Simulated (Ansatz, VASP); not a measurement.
One calculation of Ga3O4, two programs

```
Ga O
1.0
     4.57216    0.00000    0.00000
     0.00000    4.57216    0.00000
     0.00000    0.00000    4.57216
Ga O
3 4
Direct
  0.00000 0.00000 0.50000
  0.50000 0.00000 0.00000
  0.00000 0.50000 0.00000
  0.76734 0.76734 0.76734
  0.23266 0.23266 0.76734
  0.23266 0.76734 0.23266
  0.76734 0.23266 0.23266
```

Change from the starting cell: species swapped into the Ge3As4 type (P-43m, No. 215).

Alike in both runs: functional PBE; k mesh 4 × 4 × 4; occupations gaussian, width 0.2 eV; no spin polarisation.

Ansatz relaxed the structure, and its values are those at the end. VASP's run is a single point on that final structure, the one shown.

```csv
,VASP,Ansatz
version,VASP 6.6.1,Ansatz 0.2.0
potentials or method,"VASP PAW PBE potentials, release 64 (Ga_d, O), cutoff 520 eV","scalar-relativistic, plane waves, PAW"
valence electrons in the cell,63,63
```

|  | VASP | Ansatz | Ansatz less VASP |
| --- | --- | --- | --- |
| gap on the k mesh at the Fermi level (eV) | none | none | - |
| pressure (GPa) | 0.3 | -0.2 | -0.54 |
| rms of the force components (eV/Å) | 0.011 | 0.003 | -0.0085 |

A gap of «none» marks a metal or a gap that the smearing closes.
